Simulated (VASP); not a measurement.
**TiInCuH4: single point with PBE**

The system is TiInCuH4.

```
Ti In Cu H
1.0
     3.37863    0.00000    0.00000
     0.00000    3.37863    0.00000
     0.00000    0.00000    8.27069
Ti In Cu H
1 1 1 4
Direct
  0.00000 0.00000 0.05920
  0.00000 0.00000 0.82287
  0.00000 0.00000 0.28035
  0.50000 0.00000 0.74776
  0.00000 0.50000 0.74776
  0.50000 0.00000 0.47892
  0.00000 0.50000 0.47892
```

The cell was generated, and may not be a known phase.

```json
{
  "Program": "VASP 6.6.1",
  "Task": "single point",
  "Functional": "PBE",
  "Potentials or basis": "VASP PAW PBE potentials, release 64 (Ti_sv, In_d, Cu, H)",
  "Cutoff": "520 eV",
  "k mesh": "6 × 6 × 2",
  "Occupations": "gaussian, width 0.1 eV",
  "Spin": "no spin polarisation",
  "Dipole correction": "no",
  "Further INCAR settings": "ALGO = Normal; EDIFF = 1e-06; NBANDS = 29"
}
```

| Property | Result |
| --- | --- |
| Pressure | 24.8 GPa |
| Largest force | 16.584 eV/Å |
| Band gap on the k mesh | zero (bands 20 and 21 overlap by 0.18 eV) |

Forces on the atoms (eV/Å):
```
Ti    0.000   0.000   8.708
In    0.000   0.000 -16.584
Cu    0.000   0.000  11.285
H     0.000   0.000  -0.711
H     0.000   0.000  -0.711
H     0.000   0.000  -0.994
H     0.000   0.000  -0.994
```

Stress tensor (GPa, compression positive):
```
-2.81  0.00  0.00
 0.00 -2.81  0.00
 0.00  0.00 79.90
```

Levels at points of the mesh, in eV from the Fermi level:
```tsv
k point	band 18	band 19	band 20	band 21	band 22	band 23
(0.00, 0.00, 0.00)	-0.71	-0.43	-0.04	0.59	0.59	0.63
(0.50, 0.00, 0.00)	-2.30	-1.79	-0.10	0.28	0.79	0.80
(0.50, 0.50, 0.00)	-1.36	-1.36	-0.66	0.68	1.08	1.08
(0.00, 0.00, 0.50)	-1.09	-0.46	-0.14	-0.01	0.57	0.57
(0.50, 0.00, 0.50)	-2.23	-0.82	0.14	0.20	0.79	1.03
(0.50, 0.50, 0.50)	-1.13	-1.13	-0.66	0.40	0.56	0.56
```

Wall time 100 s on 1 thread of Oxide Virtual Turin-like Processor, on a shared host, peak memory 0.21 GiB.

Caveat: the k points lie up to 0.38 Å⁻¹ apart; atoms lie so close that the PAW spheres overlap strongly, which falsifies energies and pressures; spin-orbit coupling is left out, which moves the levels of the heavy elements; forces of over 1 eV/Å act on the atoms, so gaps and moduli don't describe the material at rest.
